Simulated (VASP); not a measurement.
Write the native input for VASP 6.6.1 that does the following.

```yaml
Task: single point
Functional: LDA
Potentials_or_basis: VASP PAW LDA potentials, release 64 (Li_sv)
Cutoff: 520 eV
k_mesh: 11 × 11 × 11
Occupations: fermi-dirac, width 0.05 eV
Spin: no spin polarisation
Dipole_correction: no
Further_INCAR_settings: ALGO = Normal; EDIFF = 1e-06; NBANDS = 8
```

The structure of Li lies in POSCAR:

```
Li
1.0
   -1.7428734707      1.7428734707      1.7428734707
    1.7428734707     -1.7428734707      1.7428734707
    1.7428734707      1.7428734707     -1.7428734707
Li
1
Direct
    0.0000000000      0.0000000000      0.0000000000
```

These files were run (other wordings do the same):

INCAR

```
ALGO = Normal
EDIFF = 1E-6
ENCUT = 520
GGA = CA
ISIF = 2
ISMEAR = -1
LASPH = True
LCHARG = True
LELF = True
LREAL = False
LVHAR = True
LWAVE = False
NBANDS = 8
NELM = 100
PREC = Accurate
SIGMA = 0.05
```

KPOINTS

```
k-points
0
Gamma
  11 11 11
```

Potentials or basis: VASP PAW LDA potentials, release 64 (Li_sv).

Run with:

```bash
$ cat potpaw_LDA.64/Li_sv/POTCAR > POTCAR
$ mpirun -np 1 vasp_std > vasp.out
```

It took 3.3 s on 1 thread of Intel(R) Xeon(R) Platinum 8488C (Sapphire Rapids), with other jobs on the host, peak memory 0.12 GiB.
